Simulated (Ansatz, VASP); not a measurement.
# Two plane-wave programs on MoS2

```xyz
6
Lattice="3.1851 0.0000 0.0000 -1.5925 2.7584 0.0000 0.0000 0.0000 14.8080" Properties=species:S:1:pos:R:3 pbc="T T T"
Mo    1.5925    0.9195    3.7020
Mo    0.0000    1.8389   11.1060
S     1.5925    0.9195    9.5435
S     0.0000    1.8389    5.2645
S     1.5925    0.9195   12.6685
S     0.0000    1.8389    2.1395
```

Alike in both runs: functional PBE; k mesh 12 × 12 × 2; occupations gaussian, width 0.02 eV; no spin polarisation.

Ansatz relaxed the structure, and its values are those at the end. VASP's run is a single point on that final structure, the one shown.

```csv
,VASP,Ansatz
version,VASP 6.6.1,Ansatz 0.2.0
potentials or method,"VASP PAW PBE potentials, release 64 (Mo_sv, S), cutoff 520 eV","scalar-relativistic, plane waves, PAW"
valence electrons in the cell,52,52
```

|  | VASP | Ansatz | Ansatz less VASP |
| --- | --- | --- | --- |
| gap on the k mesh at the Fermi level (eV) | 1.46 | 1.45 | -0.013 |
| least direct gap on the mesh (eV) | 1.67 | 1.66 | -0.004 |
| pressure (GPa) | -0.1 | 0.0 | +0.11 |
| rms of the force components (eV/Å) | 0.005 | 0.001 | -0.0040 |

The functional is the same, so the differences come from potentials, cutoffs and numerics.
